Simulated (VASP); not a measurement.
# Pb (Fd-3m) in VASP: a series of runs

The runs below take Pb through single point, with PBE.

Program: VASP 6.6.1. These are calculated values, not measurements. Logs are shortened: lines on timing, memory, paths and dates and some standing lists are left out, and cuts for length are marked.

## Step 1: The cell of the first run

The structure is cubic, space group Fd-3m (No. 227). The conventional cell has a = 6.820 Å, b = 6.820 Å, c = 6.820 Å, α = 90.00°, β = 90.00°, γ = 90.00°. Pb (site symmetry -43m) has 4 Pb at 2.95 Å within 3.9 Å.

## Step 2: Single point, PBE (volume scaled by 0.975)

INCAR reads:

```
PREC = Accurate
ENCUT = 520
EDIFF = 1E-7
ISMEAR = -1
SIGMA = 0.05
LREAL = False
LASPH = True
NELM = 80
ALGO = Normal
ISIF = 2
LWAVE = False
LCHARG = False
GGA = PE
NBANDS = 21
```

KPOINTS reads:

```
Automatic mesh
0
Gamma
  8 8 8
```

POSCAR reads:

```
Pb
1.0
    0.0000000000      3.4100995290      3.4100995290
    3.4100995290      0.0000000000      3.4100995290
    3.4100995290      3.4100995290      0.0000000000
Pb
2
Direct
    0.0000000000      0.0000000000      0.0000000000
    0.2500000000      0.2500000000      0.2500000000
```

Potentials or basis: VASP PAW PBE potentials, release 64 (Pb_d).

Command:

```console
$ cat potpaw_PBE.64/Pb_d/POTCAR > POTCAR
$ mpirun -np 1 vasp_std > vasp.out
```

OUTCAR:

```text
PREC = Accurate
   ENCUT = 520
   EDIFF = 1E-7
   ISMEAR = -1
   LREAL = False
   LASPH = True
   NELM = 80
   ISIF = 2
   GGA = PE

 ion  position               nearest neighbor table
   1  0.000  0.000  0.000-   2 2.95   2 2.95   2 2.95   2 2.95
   2  0.250  0.250  0.250-   1 2.95   1 2.95   1 2.95   1 2.95

  LATTYP: Found a face centered cubic cell.
 ALAT       =     6.8201990580

  Lattice vectors:

 A1 = (   0.0000000000,   3.4100995290,   3.4100995290)
 A2 = (   3.4100995290,   0.0000000000,   3.4100995290)
 A3 = (   3.4100995290,   3.4100995290,   0.0000000000)

Analysis of symmetry for initial positions (statically):
=====================================================================
 Subroutine PRICEL returns:
 Original cell was already a primitive cell.

 Routine SETGRP: Setting up the symmetry group for a
 face centered cubic supercell.

 Subroutine GETGRP returns: Found 48 space group operations
 (whereof 24 operations were pure point group operations)
 out of a pool of 48 trial point group operations.

The static configuration has the point symmetry T_d .
 The point group associated with its full space group is O_h .

Analysis of symmetry for dynamics (positions and initial velocities):
=====================================================================
 Subroutine PRICEL returns:
 Original cell was already a primitive cell.

 Routine SETGRP: Setting up the symmetry group for a
 face centered cubic supercell.

 Subroutine GETGRP returns: Found 48 space group operations
 (whereof 24 operations were pure point group operations)
 out of a pool of 48 trial point group operations.

The dynamic configuration has the point symmetry T_d .
 The point group associated with its full space group is O_h .

 Subroutine INISYM returns: Found 48 space group operations
 (whereof 24 operations are pure point group operations),
 and found     1 'primitive' translations

----------------------------------------------------------------------------------------

                                     Primitive cell

  volume of cell :      79.3106

  direct lattice vectors                    reciprocal lattice vectors
     0.000000000  3.410099529  3.410099529    -0.146623286  0.146623286  0.146623286
     3.410099529  0.000000000  3.410099529     0.146623286 -0.146623286  0.146623286
[... 72 lines left out ...]
   ions per type =               2
   NGX,Y,Z   is equivalent  to a cutoff of  12.41, 12.41, 12.41 a.u.
   NGXF,Y,Z  is equivalent  to a cutoff of  24.82, 24.82, 24.82 a.u.
 SYSTEM =  unknown system
   PREC   = accura    normal or accurate (medium, high low for compatibility)
   ISTART =      0    job   : 0-new  1-cont  2-samecut
   ICHARG =      2    charge: 1-file 2-atom 10-const
   ISPIN  =      1    spin polarized calculation?
   LNONCOLLINEAR =      F non collinear calculations
   LSORBIT =      F    spin-orbit coupling
   LASPH  =      T    aspherical Exc in radial PAW
   ENCUT  =  520.0 eV  38.22 Ry    6.18 a.u.   8.97  8.97  8.97*2*pi/ulx,y,z
   NELM   =     80;   NELMIN=  2; NELMDL= -5     # of ELM steps
   EDIFF  = 0.1E-06   stopping-criterion for ELM
   LREAL  =      F    real-space projection
   EDIFFG = 0.1E-05   stopping-criterion for IOM
   NSW    =      0    number of steps for IOM
   IBRION =     -1    ionic relax: 0-MD 1-quasi-New 2-CG
   NFREE  =      0    steps in history (QN), initial steepest desc. (CG)
   ISIF   =      2    stress and relaxation
   ISYM   =      2    0-nonsym 1-usesym 2-fastsym
   POTIM  = 0.5000    time-step for ionic-motion
   TEBEG  =    0.0;   TEEND  =   0.0 temperature during run
   PSTRESS=    0.0 pullay stress
   NELECT =      28.0000    total number of electrons
   NUPDOWN=      -1.0000    fix difference up-down
   EMIN   =  10.00;   EMAX   =-10.00  energy-range for DOS
   EFERMI =   0.00;   METHOD = LEGACY
   ISMEAR =    -1;   SIGMA  =   0.05  broadening in eV -4-tet -1-fermi 0-gaus
   EFERMI_NEDOS =   21; number of points for ismear=-14 and -15
   IALGO  =     38    algorithm
   IMIX   =      4    mixing-type and parameters
     AMIX     =   0.40;   BMIX     =  1.00
     AMIX_MAG =   1.60;   BMIX_MAG =  1.00
  volume/ion in A,a.u.               =      39.66       267.61
  Fermi-wavevector in a.u.,A,eV,Ry     =   1.157046  2.186499 18.214859  1.338754
  Thomas-Fermi vector in A             =   2.293660
   LORBIT       =      0    0 simple, 1 ext, 2 COOP (PROOUT), +10 PAW based schemes
   GGA     = PE    functional components
   LHFCALC =     F    Hartree Fock is set to
   AEXX    =    0.0000 exact exchange contribution
   IVDW    =     0    specifies the selected vdW correction
   LEPSILON=     F    determine dielectric tensor
   LRPA    =     F    only Hartree local field effects (RPA)
 non-spin polarized calculation
  energy-cutoff  :      520.00
  volume of cell :       79.31
 maximum number of plane-waves:      2150
   NGX = 17   NGY = 17   NGZ = 17

 number of electron      28.0000009 magnetization

 Free energy of the ion-electron system (eV)
  ---------------------------------------------------
  ext. energy  EPLUGINS =         0.00000000
  ---------------------------------------------------
  free energy    TOTEN  =        -6.52972742 eV

  energy without entropy =       -6.52569890  energy(sigma->0) =       -6.52771316

 E-fermi :   4.6321     XC(G=0):  -8.5351

 val. band max:        4.3058614706   @ k =   0.1250   0.1250   0.0000
 cond. band min:       4.6431045526   @ k =  -0.1250   0.1250   0.0000
 fundamental gap:      0.3372430820
 Fermi energy:         4.6321162073

 k-point     1 :       0.0000    0.0000    0.0000
  band No.  band energies     occupation
      1     -12.6771      2.00000
      2     -12.6771      2.00000
      3     -12.6771      2.00000
      4     -12.5965      2.00000
      5     -12.5965      2.00000
      6     -12.1381      2.00000
[... 565 lines left out ...]
     20      12.5672      0.00000
     21      13.3129      0.00000

 [... further k-points ...]
[... 5 lines left out ...]
  --------------------------------------------------------------------------------------
  -------------------------------------------------------------------------------------
  Total        1.6242876      1.6242876      1.6242876      0.0000000      0.0000000      0.0000000
  in kB       32.8127294     32.8127294     32.8127294      0.0000000      0.0000000      0.0000000
  external PRESSURE =      32.8127294 kB  Pullay stress =       0.0000000 kB

 VOLUME and BASIS-vectors are now :
 -----------------------------------------------------------------------------
  energy-cutoff  :      520.00
  volume of cell :       79.31
      direct lattice vectors                 reciprocal lattice vectors
     0.000000000  3.410099529  3.410099529    -0.146623286  0.146623286  0.146623286
     3.410099529  0.000000000  3.410099529     0.146623286 -0.146623286  0.146623286
     3.410099529  3.410099529  0.000000000     0.146623286  0.146623286 -0.146623286

 POSITION                                       TOTAL-FORCE (eV/Angst)
 -----------------------------------------------------------------------------------
      0.00000      0.00000      0.00000        -0.000000     -0.000000     -0.000000
      1.70505      1.70505      1.70505         0.000000      0.000000      0.000000
 -----------------------------------------------------------------------------------
    total drift:                                0.000000      0.000000      0.000000

  FREE ENERGIE OF THE ION-ELECTRON SYSTEM (eV)
  ---------------------------------------------------
  free  energy   TOTEN  =        -6.5297274231 eV

  energy  without entropy=       -6.5256988979  energy(sigma->0) =       -6.52771316
```

stdout:

```text
POSCAR found type information on POSCAR Pb
 POSCAR found :  1 types and       2 ions
 scaLAPACK will be used
 LDA part: xc-table for (Slater+PW92), standard interpolation
 POSCAR, INCAR and KPOINTS ok, starting setup
 FFT: planning ... GRIDC
 FFT: planning ... GRID_SOFT
 FFT: planning ... GRID
 WAVECAR not read
 entering main loop
```

It took 25 s on 1 thread of AMD EPYC 9R45 (Zen 5), shared host; peak memory 0.18 GiB.

What came out:

| Property | Result |
| --- | --- |
| Free energy | -6.5297 eV |
| Pressure | 3.3 GPa |
| Band gap on the k mesh | zero (band 14 reaches 4.99 eV, above the bottom of band 15 at 3.80 eV) |

Levels at points of the mesh, in eV from the Fermi level:
```tsv
k point	band 12	band 13	band 14	band 15	band 16	band 17
(0.00, 0.00, 0.00)	-3.84	0.36	0.36	0.36	2.37	2.37
(0.50, 0.00, 0.00)	-7.20	-1.01	-0.83	-0.83	3.51	3.51
(0.50, 0.50, 0.00)	-8.61	-2.10	-2.10	0.80	0.80	7.28
```

Caveat: spin-orbit coupling is left out, which moves the levels of the heavy elements.

## Step 3: Single point, PBE (volume scaled by 0.98)

INCAR reads:

```
SYSTEM = Pb
ALGO = Normal
EDIFF = 1E-6
ENCUT = 520
GGA = PE
ISIF = 2
ISMEAR = -1
LASPH = .TRUE.
LCHARG = .FALSE.
LREAL = .FALSE.
LWAVE = .FALSE.
NBANDS = 21
NELM = 100
PREC = Accurate
SIGMA = 0.05
```

KPOINTS reads:

```
k-points
0
G
  8 8 8
  0 0 0
```

POSCAR reads:

```
Pb
1.0
    0.0000000000      3.4159188228      3.4159188228
    3.4159188228      0.0000000000      3.4159188228
    3.4159188228      3.4159188228      0.0000000000
Pb
2
Direct
    0.0000000000      0.0000000000      0.0000000000
    0.2500000000      0.2500000000      0.2500000000
```

Potentials or basis: VASP PAW PBE potentials, release 64 (Pb_d).

Command:

```console
$ cat potpaw_PBE.64/Pb_d/POTCAR > POTCAR
$ mpirun -np 1 vasp_std > vasp.out
```

Wall time 24 s (1 thread of AMD EPYC 9R45 (Zen 5), shared host); peak memory 0.18 GiB.

The run converged. Its results:

```yaml
Free_energy: -6.5379 eV
Pressure: 3.1 GPa
Band_gap_on_the_k_mesh: zero (band 14 reaches 4.94 eV, above the bottom of band 15 at 3.76 eV)
```

Levels at points of the mesh, in eV from the Fermi level:
```
           k point  band 12  band 13  band 14  band 15  band 16  band 17
(0.00, 0.00, 0.00)    -3.87     0.35     0.35     0.35     2.37     2.37
(0.50, 0.00, 0.00)    -7.19    -1.01    -0.83    -0.83     3.50     3.50
(0.50, 0.50, 0.00)    -8.59    -2.08    -2.08     0.80     0.80     7.25
```

Caveat: spin-orbit coupling is left out, which moves the levels of the heavy elements.

## Step 4: Single point, PBE (volume scaled by 0.99)

INCAR reads:

```
SYSTEM = Pb
PREC = Accurate
ENCUT = 520
EDIFF = 1E-6
ISMEAR = -1
SIGMA = 0.05
LREAL = .False.
LASPH = .True.
NELM = 100
ALGO = Normal
ISIF = 2
LWAVE = .False.
LCHARG = .False.
GGA = PE
NBANDS = 21
```

KPOINTS reads:

```
regular mesh
0
Gamma
  8 8 8
  0 0 0
```

POSCAR reads:

```
Pb
1.0
    0.0000000000      3.4274982972      3.4274982972
    3.4274982972      0.0000000000      3.4274982972
    3.4274982972      3.4274982972      0.0000000000
Pb
2
Direct
    0.0000000000      0.0000000000      0.0000000000
    0.2500000000      0.2500000000      0.2500000000
```

Potentials or basis: VASP PAW PBE potentials, release 64 (Pb_d).

Command:

```console
$ cat potpaw_PBE.64/Pb_d/POTCAR > POTCAR
$ mpirun -np 1 vasp_std > vasp.out
```

OUTCAR:

```text
SYSTEM = Pb
   PREC = Accurate
   ENCUT = 520
   EDIFF = 1E-6
   ISMEAR = -1
   LREAL = .False.
   LASPH = .True.
   NELM = 100
   ISIF = 2
   GGA = PE

 ion  position               nearest neighbor table
   1  0.000  0.000  0.000-   2 2.97   2 2.97   2 2.97   2 2.97
   2  0.250  0.250  0.250-   1 2.97   1 2.97   1 2.97   1 2.97

  LATTYP: Found a face centered cubic cell.
 ALAT       =     6.8549965944

  Lattice vectors:

 A1 = (   0.0000000000,   3.4274982972,   3.4274982972)
 A2 = (   3.4274982972,   0.0000000000,   3.4274982972)
 A3 = (   3.4274982972,   3.4274982972,   0.0000000000)

Analysis of symmetry for initial positions (statically):
=====================================================================
 Subroutine PRICEL returns:
 Original cell was already a primitive cell.

 Routine SETGRP: Setting up the symmetry group for a
 face centered cubic supercell.

 Subroutine GETGRP returns: Found 48 space group operations
 (whereof 24 operations were pure point group operations)
 out of a pool of 48 trial point group operations.

[... 151 lines left out ...]
   NGX = 17   NGY = 17   NGZ = 17

 number of electron      28.0000005 magnetization

 Free energy of the ion-electron system (eV)
  ---------------------------------------------------
  ext. energy  EPLUGINS =         0.00000000
  ---------------------------------------------------
  free energy    TOTEN  =        -6.55286310 eV

  energy without entropy =       -6.54879065  energy(sigma->0) =       -6.55082688

 E-fermi :   4.4895     XC(G=0):  -8.4688

 val. band max:        4.1739042130   @ k =   0.1250   0.1250   0.0000
 cond. band min:       4.5017549601   @ k =  -0.1250   0.1250   0.0000
 fundamental gap:      0.3278507471
 Fermi energy:         4.4895107027

 k-point     1 :       0.0000    0.0000    0.0000
  band No.  band energies     occupation
      1     -12.7855      2.00000
      2     -12.7855      2.00000
      3     -12.7855      2.00000
      4     -12.7074      2.00000
      5     -12.7074      2.00000
      6     -12.2663      2.00000
[... 565 lines left out ...]
     20      12.3879      0.00000
     21      13.1182      0.00000

 [... further k-points ...]
[... 5 lines left out ...]
  --------------------------------------------------------------------------------------
  -------------------------------------------------------------------------------------
  Total        1.3494416      1.3494416      1.3494416      0.0000000     -0.0000000      0.0000000
  in kB       26.8474444     26.8474444     26.8474444      0.0000000     -0.0000000      0.0000000
  external PRESSURE =      26.8474444 kB  Pullay stress =       0.0000000 kB

 VOLUME and BASIS-vectors are now :
 -----------------------------------------------------------------------------
  energy-cutoff  :      520.00
  volume of cell :       80.53
      direct lattice vectors                 reciprocal lattice vectors
     0.000000000  3.427498297  3.427498297    -0.145878993  0.145878993  0.145878993
     3.427498297  0.000000000  3.427498297     0.145878993 -0.145878993  0.145878993
     3.427498297  3.427498297  0.000000000     0.145878993  0.145878993 -0.145878993

 POSITION                                       TOTAL-FORCE (eV/Angst)
 -----------------------------------------------------------------------------------
      0.00000      0.00000      0.00000         0.000000      0.000000     -0.000000
      1.71375      1.71375      1.71375        -0.000000     -0.000000      0.000000
 -----------------------------------------------------------------------------------
    total drift:                                0.000000      0.000000      0.000000

  FREE ENERGIE OF THE ION-ELECTRON SYSTEM (eV)
  ---------------------------------------------------
  free  energy   TOTEN  =        -6.5528631021 eV

  energy  without entropy=       -6.5487906511  energy(sigma->0) =       -6.55082688
```

OSZICAR:

```text
N       E                     dE             d eps       ncg     rms          rms(c)
DAV:   1     0.292992770195E+03    0.29299E+03   -0.13794E+04  1218   0.146E+03
DAV:   2     0.156320398126E+02   -0.27736E+03   -0.27128E+03  1218   0.396E+02
DAV:   3    -0.575804002618E+01   -0.21390E+02   -0.21248E+02  1481   0.138E+02
DAV:   4    -0.653434104721E+01   -0.77630E+00   -0.77606E+00  1428   0.310E+01
DAV:   5    -0.658028934701E+01   -0.45948E-01   -0.45947E-01  1863   0.671E+00    0.153E+00
DAV:   6    -0.655898882505E+01    0.21301E-01   -0.29875E-02  1714   0.239E+00    0.879E-01
DAV:   7    -0.655135329025E+01    0.76355E-02   -0.27507E-02  1682   0.215E+00    0.164E-01
DAV:   8    -0.655255872816E+01   -0.12054E-02   -0.46160E-03  1452   0.740E-01    0.404E-02
DAV:   9    -0.655284289801E+01   -0.28417E-03   -0.42209E-04  1308   0.206E-01    0.133E-02
DAV:  10    -0.655285840296E+01   -0.15505E-04   -0.32872E-05  1668   0.510E-02    0.530E-03
DAV:  11    -0.655286308899E+01   -0.46860E-05   -0.69848E-06  1116   0.185E-02    0.425E-04
DAV:  12    -0.655286310209E+01   -0.13103E-07   -0.32799E-07  1089   0.711E-03
   1 F= -.65528631E+01 E0= -.65508269E+01  d E =-.407245E-02
```

stdout:

```text
POSCAR found type information on POSCAR Pb
 POSCAR found :  1 types and       2 ions
 scaLAPACK will be used
 LDA part: xc-table for (Slater+PW92), standard interpolation
 POSCAR, INCAR and KPOINTS ok, starting setup
 FFT: planning ... GRIDC
 FFT: planning ... GRID_SOFT
 FFT: planning ... GRID
 WAVECAR not read
 entering main loop
```

Run time: 24 s. Hardware: 1 thread of AMD EPYC 9R45 (Zen 5), shared host; peak memory 0.18 GiB.

Results:

* Free energy: -6.5529 eV
* Pressure: 2.7 GPa
* Band gap on the k mesh: zero (band 14 reaches 4.84 eV, above the bottom of band 15 at 3.68 eV)

Caveat: spin-orbit coupling is left out, which moves the levels of the heavy elements.

## Step 5: Single point, PBE (volume scaled by 1.01)

INCAR reads:

```
SYSTEM = Pb
  ALGO = Normal
  EDIFF = 1E-7
  ENCUT = 520
  GGA = PE
  ISIF = 2
  ISMEAR = -1
  LASPH = .True.
  LCHARG = .False.
  LREAL = .False.
  LWAVE = .False.
  NBANDS = 21
  NELM = 60
  PREC = Accurate
  SIGMA = 0.05
```

KPOINTS reads:

```
k-points
0
Gamma
  8 8 8
  0 0 0
```

POSCAR reads:

```
Pb
1.0
    0.0000000000      3.4504253888      3.4504253888
    3.4504253888      0.0000000000      3.4504253888
    3.4504253888      3.4504253888      0.0000000000
Pb
2
Direct
    0.0000000000      0.0000000000      0.0000000000
    0.2500000000      0.2500000000      0.2500000000
```

Command:

```console
$ cat potpaw_PBE.64/Pb_d/POTCAR > POTCAR
$ mpirun -np 1 vasp_std > vasp.out
```

It took 28 s on 1 thread of AMD EPYC 9R45 (Zen 5), shared host; peak memory 0.18 GiB.

Results (log left out):

- Free energy: -6.5770 eV
- Pressure: 2.0 GPa
- Band gap on the k mesh: zero (band 14 reaches 4.65 eV, above the bottom of band 15 at 3.52 eV)

Levels at points of the mesh, in eV from the Fermi level:
```csv
k point,band 10,band 11,band 12,band 13,band 14,band 15,band 16,band 17,band 18,band 19
"(0.00, 0.00, 0.00)",-16.72,-11.14,-4.03,0.34,0.34,0.34,2.35,2.35,2.35,4.07
"(0.50, 0.00, 0.00)",-16.66,-9.81,-7.14,-1.01,-0.79,-0.79,3.46,3.46,5.41,7.12
"(0.50, 0.50, 0.00)",-16.63,-8.52,-8.52,-2.00,-2.00,0.81,0.81,7.06,7.06,8.09
```

Caveat: spin-orbit coupling is left out, which moves the levels of the heavy elements.

## Step 6: Summary

```csv
cell,gap on the mesh (eV),pressure (GPa)
"a = 4.823 Å, angles 60.0°, 2 atoms",none,3.3
"a = 4.831 Å, angles 60.0°, 2 atoms",none,3.1
"a = 4.847 Å, angles 60.0°, 2 atoms",none,2.7
"a = 4.880 Å, angles 60.0°, 2 atoms",none,2.0
```

Alike in all rows: task single point; level PBE; potentials or basis VASP PAW PBE potentials, release 64 (Pb_d); no spin polarisation; k mesh 8 × 8 × 8; cutoff (eV) 520; smearing fermi-dirac 0.05 eV.

Caveats: spin-orbit coupling is left out, which moves the levels of the heavy elements.

Absolute energies hang on the potentials; compare differences alone.
